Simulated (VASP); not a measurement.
Runs of VASP 6.6.1 on As. The structure is trigonal, space group R-3m (No. 166). Conventional cell: a = 3.807 Å, b = 3.807 Å, c = 10.824 Å, α = 90.00°, β = 90.00°, γ = 120.00°. As (site symmetry 3m) has 6 As at 2.55 to 3.19 Å within 3.4 Å. 

```csv
k mesh,smearing,gap on the mesh (eV),pressure (GPa),largest force (eV/Å)
2 × 2 × 2,fermi-dirac 0.1 eV,-,10.9,2.36
6 × 6 × 6,fermi-dirac 0.1 eV,none,0.1,0.04
10 × 10 × 10,fermi-dirac 0.1 eV,none,0.3,0.05
5 × 5 × 5,fermi-dirac 0.1 eV,none,-0.1,0.12
10 × 10 × 10,fermi-dirac 0.6 eV,none,(a),0.26
10 × 10 × 10,fermi-dirac 0.2 eV,none,0.2,0.07
3 × 3 × 3,fermi-dirac 0.1 eV,(b),0.5,0.24
4 × 4 × 4,fermi-dirac 0.1 eV,-,0.1,0.26
```

Alike in all rows: task single point; level PBE; potentials or basis VASP PAW PBE potentials, release 64 (As); no spin polarisation; cell as given; cutoff (eV) 520.

**Question.** Estimate the missing entries.

**Answer.** (a) 1.3; (b) 1.30.

Caveats: some runs use coarse meshes; forces of over 1 eV/Å act on the atoms, so gaps and moduli don't describe the material at rest (at least some runs); so wide a smearing shifts energies and pressures (at least some runs); an odd mesh through Γ misses points on the zone boundary, where band edges can lie (at least some runs).

A k mesh can miss the band edges, and the runs leave out spin-orbit coupling on As.

A gap of «none» marks levels without a gap at the run's occupations.
